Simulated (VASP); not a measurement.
# Ga (P6_3/mmc) in VASP: notebook

Ga is run at these levels: PBEsol; tasks: single point.

All numbers are computed with VASP 6.6.1; they aren't measurements. Logs are shortened: lines on timing, memory, paths and dates and some standing lists are left out, and cuts for length are marked.

## Step 1: The cell of the first run

It takes space group P6_3/mmc (No. 194, hexagonal). Conventional cell: a = 2.471 Å, b = 2.471 Å, c = 4.075 Å, α = 90.00°, β = 90.00°, γ = 120.00°. Ga (site symmetry -6m2) has 12 Ga at 2.47 to 2.49 Å within 3.3 Å.

## Step 2: Single point, PBEsol

Input file INCAR:

```
SYSTEM = Ga
PREC     = Accurate       ! precision mode
ENCUT    = 520            ! plane-wave cutoff, eV
EDIFF    = 1E-7           ! SCF threshold, eV
ISMEAR   = -1             ! smearing method
SIGMA    = 0.08           ! smearing width, eV
LREAL    = .FALSE.        ! projectors in reciprocal space
LASPH    = .TRUE.         ! aspherical terms in the spheres
NELM     = 80             ! most SCF steps
ALGO     = Normal         ! electronic algorithm
ISIF     = 2              ! what is computed and relaxed
LWAVE    = .FALSE.        ! write WAVECAR
LCHARG   = .FALSE.        ! write CHGCAR
GGA      = PS             ! functional
NBANDS   = 20             ! bands
```

Input file KPOINTS:

```
regular mesh
0
G
  17 17 9
  0 0 0
```

Input file POSCAR:

```
Ga
1.0
    2.4711759536      0.0000000000      0.0000000000
   -1.2355879768      2.1401011531      0.0000000000
    0.0000000000      0.0000000000      4.0745395327
Ga
2
Direct
    0.3333333333      0.6666666667      0.2500000000
    0.6666666667      0.3333333333      0.7500000000
```

Potentials or basis: VASP PAW PBE potentials, release 64 (Ga_d).

Run with:

```sh
> cat potpaw_PBE.64/Ga_d/POTCAR > POTCAR
> mpirun -np 1 vasp_std > vasp.out
```

OUTCAR:

```text
SYSTEM = Ga
   PREC = Accurate
   ENCUT = 520
   EDIFF = 1E-7
   ISMEAR = -1
   LREAL = .FALSE.
   LASPH = .TRUE.
   NELM = 80
   ISIF = 2
   GGA = PS

 ion  position               nearest neighbor table
   1  0.333  0.667  0.250-   2 2.49   2 2.49   2 2.49   2 2.49   2 2.49   2 2.49
   2  0.667  0.333  0.750-   1 2.49   1 2.49   1 2.49   1 2.49   1 2.49   1 2.49

  LATTYP: Found a hexagonal cell.
 ALAT       =     2.4711759536
 C/A-ratio  =     1.6488261497

  Lattice vectors:

 A1 = (   2.4711759536,   0.0000000000,   0.0000000000)
 A2 = (  -1.2355879768,   2.1401011531,   0.0000000000)
 A3 = (   0.0000000000,   0.0000000000,   4.0745395327)

Analysis of symmetry for initial positions (statically):
=====================================================================
 Subroutine PRICEL returns:
 Original cell was already a primitive cell.

 Routine SETGRP: Setting up the symmetry group for a
 hexagonal supercell.

 Subroutine GETGRP returns: Found 24 space group operations
 (whereof 12 operations were pure point group operations)
 out of a pool of 24 trial point group operations.

The static configuration has the point symmetry D_3d.
 The point group associated with its full space group is D_6h.

Analysis of symmetry for dynamics (positions and initial velocities):
=====================================================================
 Subroutine PRICEL returns:
 Original cell was already a primitive cell.

 Routine SETGRP: Setting up the symmetry group for a
 hexagonal supercell.

 Subroutine GETGRP returns: Found 24 space group operations
 (whereof 12 operations were pure point group operations)
 out of a pool of 24 trial point group operations.

The dynamic configuration has the point symmetry D_3d.
 The point group associated with its full space group is D_6h.

 Subroutine INISYM returns: Found 24 space group operations
 (whereof 12 operations are pure point group operations),
 and found     1 'primitive' translations

----------------------------------------------------------------------------------------

                                     Primitive cell

  volume of cell :      21.5485

  direct lattice vectors                    reciprocal lattice vectors
     2.471175954  0.000000000  0.000000000     0.404665640  0.233633816  0.000000000
    -1.235587977  2.140101153  0.000000000     0.000000000  0.467267633  0.000000000
     0.000000000  0.000000000  4.074539533     0.000000000  0.000000000  0.245426506

  length of vectors
     2.471175954  2.471175954  4.074539533     0.467267633  0.467267633  0.245426506

  position of ions in fractional coordinates (direct lattice)
     0.333333333  0.666666667  0.250000000
     0.666666667  0.333333333  0.750000000

  ion indices of the primitive-cell ions
   primitive index   ion index
                 1           1
                 2           2

----------------------------------------------------------------------------------------

 KPOINTS: regular mesh

Automatic generation of k-mesh.
 Grid dimensions read from file:
 generate k-points for:   17   17    9

 Generating k-lattice:

  Cartesian coordinates                     Fractional coordinates (reciprocal lattice)
     0.023803861  0.013743166  0.000000000     0.058823529  0.000000000  0.000000000
     0.000000000  0.027486331  0.000000000     0.000000000  0.058823529  0.000000000
     0.000000000  0.000000000  0.027269612     0.000000000  0.000000000  0.111111111

  Length of vectors
     0.027486331  0.027486331  0.027269612

  Shift w.r.t. Gamma in fractional coordinates (k-lattice)
     0.000000000  0.000000000  0.000000000

 Subroutine IBZKPT returns following result:
 ===========================================

 Found    165 irreducible k-points:

 Following reciprocal coordinates:
            Coordinates               Weight
  0.000000  0.000000  0.000000      1.000000
  0.058824 -0.000000  0.000000      6.000000
  0.117647 -0.000000  0.000000      6.000000
  0.176471 -0.000000  0.000000      6.000000
  0.235294 -0.000000  0.000000      6.000000
  0.294118 -0.000000  0.000000      6.000000
[... 16 lines left out ...]
  0.411765  0.117647  0.000000     12.000000
  0.176471  0.176471  0.000000      6.000000
 [... further k-points ...]
   k-points           NKPTS =    165   k-points in BZ     NKDIM =    165   number of bands    NBANDS=     20
   number of dos      NEDOS =    301   number of ions     NIONS =      2
   total plane-waves  NPLWV =   9720
   dimension x,y,z NGX =    18 NGY =   18 NGZ =   30
   dimension x,y,z NGXF=    36 NGYF=   36 NGZF=   60
   ions per type =               2
   NGX,Y,Z   is equivalent  to a cutoff of  12.11, 12.11, 12.24 a.u.
   NGXF,Y,Z  is equivalent  to a cutoff of  24.22, 24.22, 24.48 a.u.
 SYSTEM =  Ga
   PREC   = accura    normal or accurate (medium, high low for compatibility)
   ISTART =      0    job   : 0-new  1-cont  2-samecut
   ICHARG =      2    charge: 1-file 2-atom 10-const
   ISPIN  =      1    spin polarized calculation?
   LNONCOLLINEAR =      F non collinear calculations
   LSORBIT =      F    spin-orbit coupling
   LASPH  =      T    aspherical Exc in radial PAW
   ENCUT  =  520.0 eV  38.22 Ry    6.18 a.u.   4.59  4.59  7.58*2*pi/ulx,y,z
   NELM   =     80;   NELMIN=  2; NELMDL= -5     # of ELM steps
   EDIFF  = 0.1E-06   stopping-criterion for ELM
   LREAL  =      F    real-space projection
   EDIFFG = 0.1E-05   stopping-criterion for IOM
   NSW    =      0    number of steps for IOM
   IBRION =     -1    ionic relax: 0-MD 1-quasi-New 2-CG
   NFREE  =      0    steps in history (QN), initial steepest desc. (CG)
   ISIF   =      2    stress and relaxation
   ISYM   =      2    0-nonsym 1-usesym 2-fastsym
   POTIM  = 0.5000    time-step for ionic-motion
   TEBEG  =    0.0;   TEEND  =   0.0 temperature during run
   PSTRESS=    0.0 pullay stress
   NELECT =      26.0000    total number of electrons
   NUPDOWN=      -1.0000    fix difference up-down
   EMIN   =  10.00;   EMAX   =-10.00  energy-range for DOS
   EFERMI =   0.00;   METHOD = LEGACY
   ISMEAR =    -1;   SIGMA  =   0.08  broadening in eV -4-tet -1-fermi 0-gaus
   EFERMI_NEDOS =   21; number of points for ismear=-14 and -15
   IALGO  =     38    algorithm
   IMIX   =      4    mixing-type and parameters
     AMIX     =   0.40;   BMIX     =  1.00
     AMIX_MAG =   1.60;   BMIX_MAG =  1.00
  volume/ion in A,a.u.               =      10.77        72.71
  Fermi-wavevector in a.u.,A,eV,Ry     =   1.742852  3.293512 41.328135  3.037532
  Thomas-Fermi vector in A             =   2.815037
   LORBIT       =      0    0 simple, 1 ext, 2 COOP (PROOUT), +10 PAW based schemes
   GGA     = PS    functional components
   LHFCALC =     F    Hartree Fock is set to
   AEXX    =    0.0000 exact exchange contribution
   IVDW    =     0    specifies the selected vdW correction
   LEPSILON=     F    determine dielectric tensor
   LRPA    =     F    only Hartree local field effects (RPA)
 non-spin polarized calculation
  energy-cutoff  :      520.00
  volume of cell :       21.55
 maximum number of plane-waves:       594
   NGX =  9   NGY =  9   NGZ = 15

 number of electron      26.0000039 magnetization

 Free energy of the ion-electron system (eV)
  ---------------------------------------------------
  ext. energy  EPLUGINS =         0.00000000
  ---------------------------------------------------
  free energy    TOTEN  =        -3.92439461 eV

  energy without entropy =       -3.90982347  energy(sigma->0) =       -3.91710904

 E-fermi :  12.5503     XC(G=0): -14.3144

 val. band max:       12.5328647454   @ k =   0.2941   0.0588   0.1111
 cond. band min:      12.5548272817   @ k =   0.2941   0.1176   0.1111
 fundamental gap:      0.0219625364
 Fermi energy:        12.5502716276

 k-point     1 :       0.0000    0.0000    0.0000
  band No.  band energies     occupation
      1      -4.3829      2.00000
      2      -4.3090      2.00000
      3      -3.7777      2.00000
      4      -3.7071      2.00000
      5      -3.7071      2.00000
      6      -3.6114      2.00000
[... 12 lines left out ...]
     19      31.1469      0.00000
     20      31.8219      0.00000

 k-point     2 :       0.0588   -0.0000    0.0000
  band No.  band energies     occupation
      1      -4.3547      2.00000
      2      -4.1930      2.00000
      3      -3.7951      2.00000
      4      -3.6877      2.00000
      5      -3.6819      2.00000
      6      -3.6161      2.00000
[... 12 lines left out ...]
     19      32.0448      0.00000
     20      32.6812      0.00000

 k-point     3 :       0.1176   -0.0000    0.0000
  band No.  band energies     occupation
      1      -4.2836      2.00000
      2      -3.9300      2.00000
      3      -3.8048      2.00000
      4      -3.6509      2.00000
      5      -3.6091      2.00000
      6      -3.5560      2.00000
[... 12 lines left out ...]
     19      31.8153      0.00000
     20      32.9983      0.00000

 k-point     4 :       0.1765   -0.0000    0.0000
  band No.  band energies     occupation
      1      -4.2170      2.00000
      2      -3.9075      2.00000
      3      -3.7571      2.00000
      4      -3.6203      2.00000
      5      -3.5895      2.00000
      6      -3.5267      2.00000
[... 12 lines left out ...]
     19      32.3891      0.00000
     20      32.4443      0.00000

 k-point     5 :       0.2353   -0.0000    0.0000
  band No.  band energies     occupation
      1      -4.2210      2.00000
      2      -3.9460      2.00000
      3      -3.7730      2.00000
      4      -3.7203      2.00000
      5      -3.5807      2.00000
      6      -3.4995      2.00000
[... 12 lines left out ...]
     19      31.0571      0.00000
     20      31.7624      0.00000

 k-point     6 :       0.2941   -0.0000    0.0000
  band No.  band energies     occupation
      1      -4.2849      2.00000
      2      -4.0102      2.00000
      3      -3.9358      2.00000
      4      -3.6360      2.00000
      5      -3.6332      2.00000
      6      -3.4287      2.00000
[... 12 lines left out ...]
     19      29.8855      0.00000
     20      30.7656      0.00000

 k-point     7 :       0.3529    0.0000    0.0000
  band No.  band energies     occupation
      1      -4.3610      2.00000
      2      -4.0790      2.00000
      3      -4.0774      2.00000
      4      -3.6783      2.00000
      5      -3.5545      2.00000
      6      -3.4848      2.00000
[... 12 lines left out ...]
     19      28.9701      0.00000
     20      30.0122      0.00000
[... 277 lines left out ...]
 k-point    20 :       0.2353    0.1176    0.0000
  band No.  band energies     occupation
      1      -4.1830      2.00000
      2      -3.9754      2.00000
      3      -3.9538      2.00000
      4      -3.6909      2.00000
      5      -3.6393      2.00000
      6      -3.4347      2.00000
[... 12 lines left out ...]
     19      26.7173      0.00000
     20      29.6578      0.00000

 k-point    21 :       0.2941    0.1176    0.0000
  band No.  band energies     occupation
      1      -4.2581      2.00000
      2      -4.0834      2.00000
      3      -4.0072      2.00000
      4      -3.7195      2.00000
      5      -3.5679      2.00000
      6      -3.4784      2.00000
[... 12 lines left out ...]
     19      26.0418      0.00000
     20      29.1564      0.00000

 k-point    22 :       0.3529    0.1176    0.0000
  band No.  band energies     occupation
      1      -4.3184      2.00000
      2      -4.1761      2.00000
      3      -4.0454      2.00000
      4      -3.7345      2.00000
      5      -3.5283      2.00000
      6      -3.5006      2.00000
[... 12 lines left out ...]
     19      25.5946      0.00000
     20      28.8097      0.00000

 k-point    23 :       0.4118    0.1176    0.0000
  band No.  band energies     occupation
      1      -4.3513      2.00000
      2      -4.2241      2.00000
      3      -4.0687      2.00000
      4      -3.7395      2.00000
      5      -3.5575      2.00000
      6      -3.4636      2.00000
[... 12 lines left out ...]
     19      25.3714      0.00000
     20      28.6342      0.00000

 k-point    24 :       0.1765    0.1765    0.0000
  band No.  band energies     occupation
      1      -4.0640      2.00000
      2      -4.0307      2.00000
      3      -3.9270      2.00000
      4      -3.7047      2.00000
      5      -3.6023      2.00000
      6      -3.4721      2.00000
[... 12 lines left out ...]
     19      25.3618      0.00000
     20      32.2716      0.00000

 [... further k-points ...]
[... 5 lines left out ...]
  --------------------------------------------------------------------------------------
  -------------------------------------------------------------------------------------
  Total       13.5449497     13.5449497     13.5499864     -0.0000000     -0.0000000      0.0000000
  in kB     1007.0973921   1007.0973921   1007.4718843     -0.0000000     -0.0000000      0.0000000
  external PRESSURE =    1007.2222228 kB  Pullay stress =       0.0000000 kB

 VOLUME and BASIS-vectors are now :
 -----------------------------------------------------------------------------
  energy-cutoff  :      520.00
  volume of cell :       21.55
      direct lattice vectors                 reciprocal lattice vectors
     2.471175954  0.000000000  0.000000000     0.404665640  0.233633816  0.000000000
    -1.235587977  2.140101153  0.000000000     0.000000000  0.467267633  0.000000000
     0.000000000  0.000000000  4.074539533     0.000000000  0.000000000  0.245426506

 POSITION                                       TOTAL-FORCE (eV/Angst)
 -----------------------------------------------------------------------------------
     -0.00000      1.42673      1.01863        -0.000000      0.000000      0.000000
      1.23559      0.71337      3.05590         0.000000      0.000000      0.000000
 -----------------------------------------------------------------------------------
    total drift:                                0.000000     -0.000000      0.000000

  FREE ENERGIE OF THE ION-ELECTRON SYSTEM (eV)
  ---------------------------------------------------
  free  energy   TOTEN  =        -3.9243946136 eV

  energy  without entropy=       -3.9098234727  energy(sigma->0) =       -3.91710904
```

Run time: 23 s. Hardware: 1 thread of AMD EPYC 9R45 (Zen 5), shared host; peak memory 0.14 GiB.

What came out:

- Free energy: -3.9244 eV
- Pressure: 100.7 GPa
- Band gap on the k mesh: zero (band 13 reaches 17.71 eV, above the bottom of band 14 at 8.72 eV)

Caveat: the PAW data sets were made with another functional, which shifts forces and pressure a little.

(Part 1 of 2 ends here.)
